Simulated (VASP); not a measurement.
MgCd3O:

```
Mg Cd O
1.0
     4.41261    0.00000    0.00000
     0.00000    4.41261    0.00000
     0.00000    0.00000    4.41261
Mg Cd O
1 3 1
Direct
  0.50000 0.50000 0.50000
  0.50000 0.00000 0.00000
  0.00000 0.50000 0.00000
  0.00000 0.00000 0.50000
  0.00000 0.00000 0.00000
```

The cell was generated, and may not be a known phase.

- Program: VASP 6.6.1
- Task: relaxation of cell and atoms
- Functional: PBE
- Potentials or basis: VASP PAW PBE potentials, release 64 (Mg, Cd, O)
- Cutoff: 600 eV
- k mesh: 4 × 4 × 4
- Occupations: gaussian, width 0.1 eV
- Spin: no spin polarisation

At the start: pressure 17.3 GPa; volume 17.18 Å³/atom.

Task: How do energy, volume and symmetry change on relaxing?

Result: Over 3 steps the energy falls by 162.4 meV/atom and the volume is 20.74 Å³/atom (+20.7 %); space group Pm-3m (No. 221, to 0.1 Å) before and after.

The path:
```csv
step,energy change (eV),largest force (eV/Å),pressure (GPa),volume (Å³)
1,0.0000,0.0000,17.35,85.92
2,-0.7331,0.0000,-3.28,111.19
3,-0.8121,0.0000,0.16,103.70
```

Final structure:
```yaml
crystal:
  lattice:
    - [4.69815, 0.00000, 0.00000]
    - [0.00000, 4.69815, 0.00000]
    - [0.00000, 0.00000, 4.69815]
  atoms:
    - { symbol: Mg, position: [0.50000, 0.50000, 0.50000] }
    - { symbol: Cd, position: [0.50000, 0.00000, 0.00000] }
    - { symbol: Cd, position: [0.00000, 0.50000, 0.00000] }
    - { symbol: Cd, position: [0.00000, 0.00000, 0.50000] }
    - { symbol: O, position: [0.00000, 0.00000, 0.00000] }
```

Caveat: the volume moved by over 15 % at a fixed basis, so the end points are rough.
